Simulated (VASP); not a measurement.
BiClO, 6 atoms in the cell. It takes space group P4/nmm (No. 129, tetragonal). Conventional cell: a = 3.788 Å, b = 3.788 Å, c = 6.804 Å, α = 90.00°, β = 90.00°, γ = 90.00°. Within 3.0 Å of Bi (site symmetry 4mm) lie 4 O at 2.27 Å and 4 Cl at 2.94 Å. Cl (site symmetry 4mm) has 6 Bi at 2.94 to 3.73 Å and 4 O at 3.12 Å and 8 Cl at 3.26 to 3.79 Å within 3.9 Å. O (site symmetry -4m2) has 4 Bi at 2.27 Å and 4 O at 2.68 Å within 3.0 Å.  This cell differs from its parent crystal: volume scaled by 0.88, then relaxed in part.

* Program: VASP 6.6.1
* Task: single point
* Functional: PBEsol
* Potentials or basis: VASP PAW PBE potentials, release 64 (Bi_d, Cl, O)
* Cutoff: 520 eV
* k mesh: 6 × 6 × 4
* Occupations: gaussian, width 0.02 eV
* Spin: no spin polarisation
* Dipole correction: no
* Further INCAR settings: ALGO = Normal; EDIFF = 1e-06; NBANDS = 37

Potentials or basis: VASP PAW PBE potentials, release 64 (Bi_d, Cl, O).

Launch:

```sh
$ cat potpaw_PBE.64/Bi_d/POTCAR potpaw_PBE.64/Cl/POTCAR potpaw_PBE.64/O/POTCAR > POTCAR
$ mpirun -np 1 vasp_std > vasp.out
```

Hardware: 1 thread of Intel(R) Xeon(R) Platinum 8559C (Emerald Rapids) (shared host).

Question: How long does it take, and how much memory?

Answer: Run time: 54 s on 1 thread of Intel(R) Xeon(R) Platinum 8559C (Emerald Rapids), with other jobs on the host, peak memory 0.24 GiB. Counts: scf iterations 14, k points 30.
